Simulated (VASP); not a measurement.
The system is SrLi2SnS4.

```xyz
8
Lattice="-3.3422 3.3422 4.0144 3.3422 -3.3422 4.0144 3.3422 3.3422 -4.0144" Properties=species:S:1:pos:R:3 pbc="T T T"
Li    3.3422    0.0000    2.0072
Li    0.0000    3.3422    2.0072
Sr    0.0000    0.0000    4.0144
Sn    0.0000    0.0000    0.0000
S     1.3878    1.3878   -1.3713
S    -1.9544    1.9544    5.3856
S     1.9544    1.9544    2.6431
S     1.9544   -1.9544    5.3856
```

Base run:

```yaml
Program: VASP 6.6.1
Functional: r2SCAN
Potentials_or_basis: VASP PAW PBE potentials, release 64 (Li_sv, Sr_sv, Sn_d, S)
Cutoff: 520 eV
k_mesh: 6 × 6 × 6
Occupations: gaussian, width 0.01 eV
Spin: no spin polarisation
```

Its results: band gap on the k mesh 2.99 eV; largest force 0.017 eV/Å.

Q: The run is repeated on the same cell with these changes: functional from r2SCAN to PBE. What comes out?

A: Band gap on the k mesh 2.58 eV; largest force 0.220 eV/Å.

Caveats: spin-orbit coupling is left out, which moves the levels of the heavy elements; the PAW data sets were made with another functional, which shifts forces and pressure a little (at least some runs).

A k mesh can miss the band edges.
